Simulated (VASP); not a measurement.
A run of VASP 6.6.1:

INCAR

```
SYSTEM = BeS
PREC = Accurate ; ENCUT = 520
EDIFF = 1E-6 ; ISMEAR = 0
SIGMA = 0.014 ; LREAL = .False.
LASPH = .True. ; NELM = 60
ALGO = Normal ; ISIF = 2
LWAVE = .False. ; LCHARG = .False.
GGA = PE ; NBANDS = 11
```

File KPOINTS:

```
regular mesh
0
Gamma
  9 9 9
  0 0 0
```

File POSCAR:

```
BeS
1.0
    0.0000000000      2.4250000000      2.4250000000
    2.4250000000      0.0000000000      2.4250000000
    2.4250000000      2.4250000000      0.0000000000
S Be
1 1
Direct
    0.7500000000      0.7500000000      0.7500000000
    0.0000000000      0.0000000000      0.0000000000
```

Potentials or basis: VASP PAW PBE potentials, release 64 (S, Be).

The run is started by

```sh
$ cat potpaw_PBE.64/S/POTCAR potpaw_PBE.64/Be/POTCAR > POTCAR
$ mpirun -np 1 vasp_std > vasp.out
```

Hardware: 1 thread of Intel Xeon 6975P-C (shared host).

**Question.** Estimate the wall time of this run.

**Answer.** Wall time 18 s on 1 thread of Intel Xeon 6975P-C, on a shared host, peak memory 0.15 GiB. Counts: scf iterations 12, k points 35.
